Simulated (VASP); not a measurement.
Co: single point with r2SCAN

Crystal: Co.

```
Co
1.0
     2.47067    0.00000    0.00000
    -1.23534    2.13966    0.00000
     0.00000    0.00000    4.03602
Co
2
Direct
  0.33333 0.66667 0.74014
  0.66667 0.33333 0.25986
```

```yaml
Program: VASP 6.6.1
Task: single point
Functional: r2SCAN
Potentials_or_basis: VASP PAW PBE potentials, release 64 (Co)
Cutoff: 660 eV
k_mesh: 12 × 12 × 7
Occupations: fermi-dirac, width 0.05 eV
Spin: collinear spin, ferromagnetic start
Starting_moments: "[2.0, 2.0] μB"
Dipole_correction: no
Further_INCAR_settings: ALGO = Normal; EDIFF = 1e-06; NBANDS = 20
```

- Pressure: 1.0 GPa
- Largest force: 0.255 eV/Å
- Net moment: 3.56 μB per cell
- Site moments: Co +1.84 μB
- Valence electrons inside the program's atomic spheres: Co 8.33

Forces on the atoms (eV/Å):
```
Co   0.000  0.000  0.255
Co   0.000  0.000 -0.255
```

Stress tensor (GPa, compression positive):
```
0.67 0.00 0.00
0.00 0.67 0.00
0.00 0.00 1.54
```

Levels at points of the mesh, in eV from the Fermi level:
Spin up:
```
           k point  band 7  band 8  band 9  band 10  band 11  band 12  band 13  band 14  band 15  band 16
(0.00, 0.00, 0.00)   -3.13   -2.79   -2.79    -1.67    -1.67    -0.37     6.09    22.93    25.75    25.75
(0.50, 0.00, 0.00)   -2.98   -1.58   -1.50    -1.25     0.90     3.12     9.67    10.74    12.72    14.34
```
Spin down:
```tsv
k point	band 3	band 4	band 5	band 6	band 7	band 8	band 9	band 10	band 11	band 12
(0.00, 0.00, 0.00)	-1.20	-0.93	-0.93	-0.75	-0.72	-0.72	0.20	0.20	1.31	1.31
(0.50, 0.00, 0.00)	-3.55	-2.33	-1.11	-1.04	-0.65	1.38	1.43	1.77	2.62	4.43
```

Wall time 9.2 min on 1 thread of Oxide Virtual Turin-like Processor, on a shared host, peak memory 0.22 GiB.

Caveat: the PAW data sets were made with another functional, which shifts forces and pressure a little.
